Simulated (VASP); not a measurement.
**NaCl: single point with PBEsol**

NaCl:

```
Na Cl
1.0
     2.80211    0.00000    0.00000
     0.00000    2.80211    0.00000
     0.00000    0.00000    2.80211
Na Cl
1 1
Direct
  0.00000 0.00000 0.00000
  0.50000 0.50000 0.50000
```

This cell differs from its parent crystal: volume scaled by 0.9405.

```
Program             : VASP 6.6.1
Task                : single point
Functional          : PBEsol
Potentials or basis : VASP PAW PBE potentials, release 64 (Na_pv, Cl)
Cutoff              : 520 eV
k mesh              : 8 × 8 × 8
Occupations         : fermi-dirac, width 0.02 eV
Spin                : no spin polarisation
```

```yaml
Pressure: 76.8 GPa
Band_gap_on_the_k_mesh: 3.94 eV, direct
```

Levels at points of the mesh, in eV from the valence-band top:
```
           k point  band 4  band 5  band 6  band 7  band 8  band 9  band 10  band 11
(0.00, 0.00, 0.00)  -17.59   -1.40   -1.40   -1.40    6.12    6.12     7.75    17.99
(0.50, 0.00, 0.00)  -15.64   -7.58   -0.89   -0.89    8.89    9.37    12.68    12.68
(0.50, 0.50, 0.00)  -14.87   -5.85   -5.85    0.00    3.94   10.65    12.63    12.63
(0.50, 0.50, 0.50)  -13.45   -5.29   -5.29   -5.29    5.95    5.95     5.95    17.52
```

Wall time 8.2 s on 1 thread of AMD EPYC 7R13 Processor (Zen 3), with other jobs on the host, peak memory 0.11 GiB.

Caveat: the PAW data sets were made with another functional, which shifts forces and pressure a little. A k mesh can miss the band edges.
